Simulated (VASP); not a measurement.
A run of VASP 6.6.1 is set up as follows.

File INCAR:

```
SYSTEM = MgS
PREC = Accurate
ENCUT = 600
EDIFF = 1E-6
ISMEAR = 0
SIGMA = 0.02
LREAL = .False.
LASPH = .True.
NELM = 120
ALGO = Normal
ISIF = 2
LWAVE = .False.
LCHARG = .True.
GGA = PS
LELF = .True.
LVHAR = .True.
NBANDS = 11
GGA_COMPAT = .False.
```

The input KPOINTS:

```
regular mesh
0
Gamma
  8 8 8
  0 0 0
```

POSCAR

```
MgS
1.0
    0.0000000000      2.8257734866      2.8257734866
    2.8257734866      0.0000000000      2.8257734866
    2.8257734866      2.8257734866      0.0000000000
Mg S
1 1
Direct
    0.0000000000      0.0000000000      0.0000000000
    0.2500000000      0.2500000000      0.2500000000
```

Potentials or basis: VASP PAW PBE potentials, release 64 (Mg, S).

Command:

```bash
$ cat potpaw_PBE.64/Mg/POTCAR potpaw_PBE.64/S/POTCAR > POTCAR
$ mpirun -np 1 vasp_std > vasp.out
```

Q: Estimate the pressure.

A: -0.1 GPa.

Q: Estimate the band gap on the k mesh.

A: 3.32 eV, direct.

Caveat: the PAW data sets were made with another functional, which shifts forces and pressure a little. As with any semilocal functional, this PBEsol gap is likely too small.
